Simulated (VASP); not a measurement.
CaF2 (Fluorite), 3 atoms in the cell. It takes space group Fm-3m (No. 225, cubic). The conventional cell has a = 5.462 Å, b = 5.462 Å, c = 5.462 Å, α = 90.00°, β = 90.00°, γ = 90.00°. Within 3.1 Å of Ca (site symmetry m-3m) lie 8 F at 2.37 Å. F (site symmetry -43m) has 4 Ca at 2.37 Å and 6 F at 2.73 Å within 3.1 Å. 

| Quantity | Value |
| --- | --- |
| Program | VASP 6.6.1 |
| Task | single point |
| Functional | revPBE |
| Potentials or basis | VASP PAW PBE potentials, release 64 (Ca_sv, F) |
| Cutoff | 600 eV |
| k mesh | 5 × 5 × 5 |
| Occupations | fermi-dirac, width 0.05 eV |
| Spin | no spin polarisation |
| Dipole correction | no |
| Further INCAR settings | ALGO = Normal; EDIFF = 1e-06; NBANDS = 19 |

Potentials or basis: VASP PAW PBE potentials, release 64 (Ca_sv, F).

Command:

```console
$ cat potpaw_PBE.64/Ca_sv/POTCAR potpaw_PBE.64/F/POTCAR > POTCAR
$ mpirun -np 1 vasp_std > vasp.out
```

Hardware: 1 thread of Intel(R) Xeon(R) Platinum 8488C (Sapphire Rapids) (shared host).

How long does it take, and how much memory?

It took 14 s on 1 thread of Intel(R) Xeon(R) Platinum 8488C (Sapphire Rapids), with other jobs on the host, peak memory 0.17 GiB. Counts: scf iterations 13, k points 10.
